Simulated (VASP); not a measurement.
# MnO2 (Fd-3m) in VASP: further runs, part 2 of 2

VASP 6.6.1. Earlier steps stand in the parts before.

## 3. Single point, PBEsol+D3(BJ), collinear spin, ferromagnetic start

This run uses another cell than the first one, of 10.57 Å³/atom.

File INCAR:

```
ALGO     = Normal         # electronic algorithm
EDIFF    = 1E-6           # SCF threshold, eV
ENCUT    = 520            # plane-wave cutoff, eV
GGA      = PS             # functional
ISIF     = 2              # what is computed and relaxed
ISMEAR   = -1             # smearing method
ISPIN    = 2              # spin polarisation
IVDW     = 12             # dispersion correction
LASPH    = True           # aspherical terms in the spheres
LCHARG   = False          # write CHGCAR
LMAXMIX  = 4              # l up to which the mixer works
LORBIT   = 11             # projections on sites
LREAL    = False          # projectors in reciprocal space
LWAVE    = False          # write WAVECAR
MAGMOM   = 4 4 4 4 0 0 0 0 0 0 0 0 # initial moments
NBANDS   = 66             # bands
NELM     = 150            # most SCF steps
PREC     = Accurate       # precision mode
SIGMA    = 0.05           # smearing width, eV
```

File KPOINTS:

```
k-points
0
Gamma
  6 6 6
```

File POSCAR:

```
MnO2
1.0
    0.0000000000      3.9874634236      3.9874634236
    3.9874634236      0.0000000000      3.9874634236
    3.9874634236      3.9874634236      0.0000000000
Mn O
4 8
Direct
    0.1250000000      0.1250000000      0.1250000000
    0.1250000000      0.1250000000      0.6250000000
    0.6250000000      0.1250000000      0.1250000000
    0.1250000000      0.6250000000      0.1250000000
    0.3616128092      0.3616128092      0.3616128092
    0.3616128092      0.3616128092      0.9151615724
    0.9151615724      0.3616128092      0.3616128092
    0.3616128092      0.9151615724      0.3616128092
    0.8883871908      0.8883871908      0.3348384276
    0.8883871908      0.8883871908      0.8883871908
    0.8883871908      0.3348384276      0.8883871908
    0.3348384276      0.8883871908      0.8883871908
```

Potentials or basis: VASP PAW PBE potentials, release 64 (Mn_pv, O).

The run is started by

```console
cat potpaw_PBE.64/Mn_pv/POTCAR potpaw_PBE.64/O/POTCAR > POTCAR
mpirun -np 1 vasp_std > vasp.out
```

OUTCAR:

```text
EDIFF = 1E-6
   ENCUT = 520
   GGA = PS
   ISIF = 2
   ISMEAR = -1
   ISPIN = 2
   IVDW = 12
   LASPH = True
   LORBIT = 11
   LREAL = False
   NELM = 150
   PREC = Accurate
 IVDW          = 12

 ion  position               nearest neighbor table
   1  0.125  0.125  0.125-   6 1.89   7 1.89   8 1.89   9 1.89  11 1.89  12 1.89   2 2.82   3 2.82
                             4 2.82   2 2.82   4 2.82   3 2.82
   2  0.125  0.125  0.625-   5 1.89  10 1.89   8 1.89   7 1.89  11 1.89  12 1.89   1 2.82   1 2.82
[... 2356 lines left out ...]
      7.08482      7.08482      7.08482        -0.051667     -0.051667     -0.051667
      4.87757      7.08482      4.87757         0.051667     -0.051667      0.051667
      7.08482      4.87757      4.87757        -0.051667      0.051667      0.051667
 -----------------------------------------------------------------------------------
    total drift:                                0.000000      0.000000      0.000000

  FREE ENERGIE OF THE ION-ELECTRON SYSTEM (eV)
  ---------------------------------------------------
  free  energy   TOTEN  =      -101.4108491585 eV

  energy  without entropy=     -101.4090029554  energy(sigma->0) =     -101.40992606

 total charge

# of ion       s       p       d       tot
------------------------------------------
    1        0.368   6.493   4.964  11.826
    2        0.368   6.493   4.964  11.826
    3        0.368   6.493   4.964  11.826
    4        0.368   6.493   4.964  11.826
    5        1.579   3.403   0.000   4.982
    6        1.579   3.403   0.000   4.982
    7        1.579   3.403   0.000   4.982
    8        1.579   3.403   0.000   4.982
    9        1.579   3.403   0.000   4.982
   10        1.579   3.403   0.000   4.982
   11        1.579   3.403   0.000   4.982
   12        1.579   3.403   0.000   4.982
--------------------------------------------------
tot         14.103  53.197  19.857  87.157

 magnetization (x)

# of ion       s       p       d       tot
------------------------------------------
    1        0.029   0.039   2.729   2.798
    2        0.029   0.039   2.729   2.798
    3        0.029   0.039   2.729   2.798
    4        0.029   0.039   2.729   2.798
    5        0.003   0.055   0.000   0.058
    6        0.003   0.055   0.000   0.058
    7        0.003   0.055   0.000   0.058
    8        0.003   0.055   0.000   0.058
    9        0.003   0.055   0.000   0.058
   10        0.003   0.055   0.000   0.058
   11        0.003   0.055   0.000   0.058
   12        0.003   0.055   0.000   0.058
--------------------------------------------------
tot          0.144   0.597  10.916  11.657
```

stdout:

```text
POSCAR found type information on POSCAR MnO
 POSCAR found :  2 types and      12 ions
 scaLAPACK will be used
 -----------------------------------------------------------------------------
|                                                                             |
|                                                                             |
|     You enforced a specific xc type in the INCAR file but a different       |
|     I HOPE YOU KNOW WHAT YOU ARE DOING!                                     |
|                                                                             |
 -----------------------------------------------------------------------------

 LDA part: xc-table for (Slater+PW92), standard interpolation
 POSCAR, INCAR and KPOINTS ok, starting setup
 FFT: planning ... GRIDC
 FFT: planning ... GRID_SOFT
 FFT: planning ... GRID
 WAVECAR not read
 entering main loop
```

Wall time 6.2 min (1 thread of Intel Xeon 8259CL, shared host); peak memory 0.41 GiB.

Results:

| Quantity | Value |
| --- | --- |
| Free energy | -101.4108 eV |
| Pressure | 0.7 GPa |
| Largest force | 0.089 eV/Å |
| Band gap on the k mesh | 0.28 eV (least direct gap 0.48 eV) |
| Net moment | 11.99 μB per cell |
| Site moments | Mn +2.80; O +0.06 μB |
| Valence electrons inside the program's atomic spheres | Mn 11.83; O 4.98 |
| Dispersion energy per atom | -0.111 eV |

Forces in eV/Å, atoms in the order of the input:
```
Mn   0.000  0.000  0.000
Mn   0.000  0.000  0.000
Mn   0.000  0.000  0.000
Mn   0.000  0.000  0.000
O    0.052  0.052  0.052
O   -0.052 -0.052  0.052
O    0.052 -0.052 -0.052
O   -0.052  0.052 -0.052
O    0.052  0.052 -0.052
O   -0.052 -0.052 -0.052
O    0.052 -0.052  0.052
O   -0.052  0.052  0.052
```

Caveat: three body term missing; the PAW data sets were made with another functional, which shifts forces and pressure a little; the run started ferromagnetic, and an antiferromagnetic order may lie lower in energy.

## 4. Single point, PBEsol, collinear spin, ferromagnetic start

This run uses another cell than the first one, of 10.71 Å³/atom.

File INCAR:

```
PREC = Accurate
ENCUT = 520
EDIFF = 1E-7
ISMEAR = -1
SIGMA = 0.05
LREAL = False
LASPH = True
NELM = 150
ALGO = Normal
ISIF = 2
LWAVE = False
LCHARG = True
ISPIN = 2
MAGMOM = 4 4 4 4 0 0 0 0 0 0 0 0
LORBIT = 11
LMAXMIX = 4
GGA = PS
LELF = True
LVHAR = True
NBANDS = 66
```

File KPOINTS:

```
regular mesh
0
Gamma
  6 6 6
```

File POSCAR:

```
MnO2
1.0
    0.0000000000      4.0053385619      4.0053385619
    4.0053385619      0.0000000000      4.0053385619
    4.0053385619      4.0053385619      0.0000000000
Mn O
4 8
Direct
    0.1250000000      0.1250000000      0.1250000000
    0.1250000000      0.1250000000      0.6250000000
    0.6250000000      0.1250000000      0.1250000000
    0.1250000000      0.6250000000      0.1250000000
    0.3609713538      0.3609713538      0.3609713538
    0.3609713538      0.3609713538      0.9170859385
    0.9170859385      0.3609713538      0.3609713538
    0.3609713538      0.9170859385      0.3609713538
    0.8890286462      0.8890286462      0.3329140615
    0.8890286462      0.8890286462      0.8890286462
    0.8890286462      0.3329140615      0.8890286462
    0.3329140615      0.8890286462      0.8890286462
```

The run is started by

```console
cat potpaw_PBE.64/Mn_pv/POTCAR potpaw_PBE.64/O/POTCAR > POTCAR
mpirun -np 1 vasp_std > vasp.out
```

Run time: 13 min. Hardware: 1 thread of Intel Xeon 8259CL, shared host; peak memory 0.4 GiB.

The run converged. Its results:

```
Free energy                                           : -100.0908 eV
Pressure                                              : 1.0 GPa
Largest force                                         : 0.087 eV/Å
Band gap on the k mesh                                : 0.32 eV (least direct gap 0.48 eV)
Net moment                                            : 11.99 μB per cell
Site moments                                          : Mn +2.81; O +0.05 μB
Valence electrons inside the program's atomic spheres : Mn 11.81; O 4.98
```

Forces in eV/Å, atoms in the order of the input:
```
Mn   0.000  0.000  0.000
Mn   0.000  0.000  0.000
Mn   0.000  0.000  0.000
Mn   0.000  0.000  0.000
O    0.050  0.050  0.050
O   -0.050 -0.050  0.050
O    0.050 -0.050 -0.050
O   -0.050  0.050 -0.050
O    0.050  0.050 -0.050
O   -0.050 -0.050 -0.050
O    0.050 -0.050  0.050
O   -0.050  0.050  0.050
```

Levels at points of the mesh, in eV from the valence-band top:
Spin up:
```
           k point  band 52  band 53  band 54  band 55  band 56  band 57  band 58  band 59  band 60  band 61
(0.00, 0.00, 0.00)    -0.92    -0.67    -0.67    -0.67    -0.15     2.63     2.63     2.63     3.07     3.07
(0.50, 0.00, 0.00)    -0.58    -0.35    -0.34    -0.33    -0.06     2.37     2.37     2.37     2.37     2.38
(0.50, 0.50, 0.00)    -0.20    -0.08    -0.08    -0.04    -0.04     1.85     1.85     2.28     2.28     2.59
```
Spin down:
| k point | band 42 | band 43 | band 44 | band 45 | band 46 | band 47 |
| --- | --- | --- | --- | --- | --- | --- |
| (0.00, 0.00, 0.00) | -0.75 | -0.75 | -0.75 | 0.32 | 0.32 | 1.50 |
| (0.50, 0.00, 0.00) | -1.69 | -0.84 | -0.84 | 1.00 | 1.00 | 1.78 |
| (0.50, 0.50, 0.00) | -1.67 | -1.18 | -1.18 | 1.39 | 1.39 | 1.68 |

Caveat: the PAW data sets were made with another functional, which shifts forces and pressure a little; the run started ferromagnetic, and an antiferromagnetic order may lie lower in energy.

## 5. Single point, PBEsol, collinear spin, ferromagnetic start

This run uses another cell than the first one, of 10.83 Å³/atom.

File INCAR:

```
ALGO     = Normal         # electronic algorithm
EDIFF    = 1E-6           # SCF threshold, eV
ENCUT    = 520            # plane-wave cutoff, eV
GGA      = PS             # functional
ISIF     = 2              # what is computed and relaxed
ISMEAR   = -1             # smearing method
ISPIN    = 2              # spin polarisation
LASPH    = True           # aspherical terms in the spheres
LCHARG   = False          # write CHGCAR
LMAXMIX  = 4              # l up to which the mixer works
LORBIT   = 11             # projections on sites
LREAL    = False          # projectors in reciprocal space
LWAVE    = False          # write WAVECAR
MAGMOM   = 5.5 5.5 5.5 5.5 0 0 0 0 0 0 0 0 # initial moments
NBANDS   = 66             # bands
NELM     = 150            # most SCF steps
PREC     = Accurate       # precision mode
SIGMA    = 0.05           # smearing width, eV
```

File KPOINTS:

```
k-points
0
Gamma
  6 6 6
```

File POSCAR:

```
MnO2
1.0
    0.0000000000      4.0199925062      4.0199925062
    4.0199925062      0.0000000000      4.0199925062
    4.0199925062      4.0199925062      0.0000000000
Mn O
4 8
Direct
    0.1250000000      0.1250000000      0.1250000000
    0.1250000000      0.1250000000      0.6250000000
    0.6250000000      0.1250000000      0.1250000000
    0.1250000000      0.6250000000      0.1250000000
    0.3609537633      0.3609537633      0.3609537633
    0.3609537633      0.3609537633      0.9171387100
    0.9171387100      0.3609537633      0.3609537633
    0.3609537633      0.9171387100      0.3609537633
    0.8890462367      0.8890462367      0.3328612900
    0.8890462367      0.8890462367      0.8890462367
    0.8890462367      0.3328612900      0.8890462367
    0.3328612900      0.8890462367      0.8890462367
```

The run is started by

```console
cat potpaw_PBE.64/Mn_pv/POTCAR potpaw_PBE.64/O/POTCAR > POTCAR
mpirun -np 1 vasp_std > vasp.out
```

Wall time 11 min (1 thread of Intel Xeon 8259CL, shared host); peak memory 0.41 GiB.

Results (log left out):

* Free energy: -100.0919 eV
* Pressure: -1.2 GPa
* Largest force: 0.067 eV/Å
* Band gap on the k mesh: 0.37 eV (least direct gap 0.52 eV)
* Net moment: 12.00 μB per cell
* Site moments: Mn +2.82; O +0.05 μB
* Valence electrons inside the program's atomic spheres: Mn 11.78; O 4.97

Forces in eV/Å, atoms in the order of the input:
```
Mn   0.000  0.000  0.000
Mn   0.000  0.000  0.000
Mn   0.000  0.000  0.000
Mn   0.000  0.000  0.000
O   -0.039 -0.039 -0.039
O    0.039  0.039 -0.039
O   -0.039  0.039  0.039
O    0.039 -0.039  0.039
O   -0.039 -0.039  0.039
O    0.039  0.039  0.039
O   -0.039  0.039 -0.039
O    0.039 -0.039 -0.039
```

Levels at points of the mesh, in eV from the valence-band top:
Spin up:
```tsv
k point	band 53	band 54	band 55	band 56	band 57	band 58	band 59	band 60
(0.00, 0.00, 0.00)	-0.67	-0.67	-0.67	-0.15	2.60	2.60	2.60	3.03
(0.50, 0.00, 0.00)	-0.34	-0.34	-0.34	-0.07	2.34	2.34	2.34	2.34
(0.50, 0.50, 0.00)	-0.08	-0.08	-0.05	-0.05	1.83	1.83	2.25	2.25
```
Spin down:
| k point | band 41 | band 42 | band 43 | band 44 | band 45 | band 46 | band 47 | band 48 |
| --- | --- | --- | --- | --- | --- | --- | --- | --- |
| (0.00, 0.00, 0.00) | -2.02 | -0.72 | -0.72 | -0.72 | 0.37 | 0.37 | 1.52 | 1.52 |
| (0.50, 0.00, 0.00) | -1.65 | -1.65 | -0.81 | -0.81 | 1.03 | 1.03 | 1.80 | 1.80 |
| (0.50, 0.50, 0.00) | -1.62 | -1.62 | -1.16 | -1.16 | 1.41 | 1.41 | 1.70 | 1.70 |

Caveat: the PAW data sets were made with another functional, which shifts forces and pressure a little; the run started ferromagnetic, and an antiferromagnetic order may lie lower in energy.

## 6. Single point, PBEsol, collinear spin, ferromagnetic start

This run uses another cell than the first one, of 10.83 Å³/atom.

File INCAR:

```
PREC     = Accurate       # precision mode
ENCUT    = 520            # plane-wave cutoff, eV
EDIFF    = 1E-7           # SCF threshold, eV
ISMEAR   = -1             # smearing method
SIGMA    = 0.05           # smearing width, eV
LREAL    = False          # projectors in reciprocal space
LASPH    = True           # aspherical terms in the spheres
NELM     = 150            # most SCF steps
ALGO     = Normal         # electronic algorithm
ISIF     = 2              # what is computed and relaxed
LWAVE    = False          # write WAVECAR
LCHARG   = False          # write CHGCAR
ISPIN    = 2              # spin polarisation
MAGMOM   = 8 8 8 8 0 0 0 0 0 0 0 0 # initial moments
LORBIT   = 11             # projections on sites
NUPDOWN  = 32.0           # fixed moment
LMAXMIX  = 4              # l up to which the mixer works
GGA      = PS             # functional
NBANDS   = 66             # bands
```

File KPOINTS:

```
Automatic mesh
0
Gamma
  5 5 5
```

POSCAR is that of step 5.

Potentials or basis: VASP PAW PBE potentials, release 64 (Mn_pv, O).

The run is started by

```console
cat potpaw_PBE.64/Mn_pv/POTCAR potpaw_PBE.64/O/POTCAR > POTCAR
mpirun -np 1 vasp_std > vasp.out
```

Run time: 18 min. Hardware: 1 thread of Oxide Virtual Turin-like, shared host; peak memory 0.34 GiB.

Results (log left out):

| Quantity | Value |
| --- | --- |
| Free energy | -42.8948 eV |
| Pressure | 95.2 GPa |
| Largest force | 4.360 eV/Å |
| Net moment | 32.00 μB per cell |
| Site moments | Mn +4.48; O +1.26 μB |
| Valence electrons inside the program's atomic spheres | Mn 12.06; O 4.83 |

Forces on the atoms (eV/Å):
```
Mn   0.000  0.000  0.000
Mn   0.000  0.000  0.000
Mn   0.000  0.000  0.000
Mn   0.000  0.000  0.000
O    2.517  2.517  2.517
O   -2.517 -2.517  2.517
O    2.517 -2.517 -2.517
O   -2.517  2.517 -2.517
O    2.517  2.517 -2.517
O   -2.517 -2.517 -2.517
O    2.517 -2.517  2.517
O   -2.517  2.517  2.517
```

Caveat: the cell stands under pressure; the PAW data sets were made with another functional, which shifts forces and pressure a little; the total moment is fixed, so each spin has its own Fermi level and the state may be an excited one; the run started ferromagnetic, and an antiferromagnetic order may lie lower in energy.

## 7. The runs side by side

| level | fixed moment (μB) | cell | k mesh | gap on the mesh (eV) | pressure (GPa) | moment (μB) | largest force (eV/Å) |
| --- | --- | --- | --- | --- | --- | --- | --- |
| PBEsol+D3(BJ) | - | a = 5.635 Å, angles 60.0°, 12 atoms, atomic positions A | 6 × 6 × 6 | 0.27 | 1.0 | 11.99 | 0.09 |
| PBEsol+D3(BJ) | - | a = 5.639 Å, angles 60.0°, 12 atoms, atomic positions B | 6 × 6 × 6 | 0.28 | 0.7 | 11.99 | 0.09 |
| PBEsol | - | a = 5.664 Å, angles 60.0°, 12 atoms, atomic positions C | 6 × 6 × 6 | 0.32 | 1.0 | 11.99 | 0.09 |
| PBEsol | - | a = 5.685 Å, angles 60.0°, 12 atoms, atomic positions C | 6 × 6 × 6 | 0.37 | -1.2 | 12.00 | 0.07 |
| PBEsol | 32.0 | a = 5.685 Å, angles 60.0°, 12 atoms, atomic positions C | 5 × 5 × 5 | - | 95.2 | 32.00 | 4.36 |

Alike in all rows: task single point; potentials or basis VASP PAW PBE potentials, release 64 (Mn_pv, O); spin collinear, ferromagnetic start; cutoff (eV) 520; smearing fermi-dirac 0.05 eV.

Caveats: the PAW data sets were made with another functional, which shifts forces and pressure a little; the run started ferromagnetic, and an antiferromagnetic order may lie lower in energy; three body term missing (at least some runs); the cell stands under pressure (at least some runs); the total moment is fixed, so each spin has its own Fermi level and the state may be an excited one (at least some runs).

Absolute energies hang on the potentials; compare differences alone.
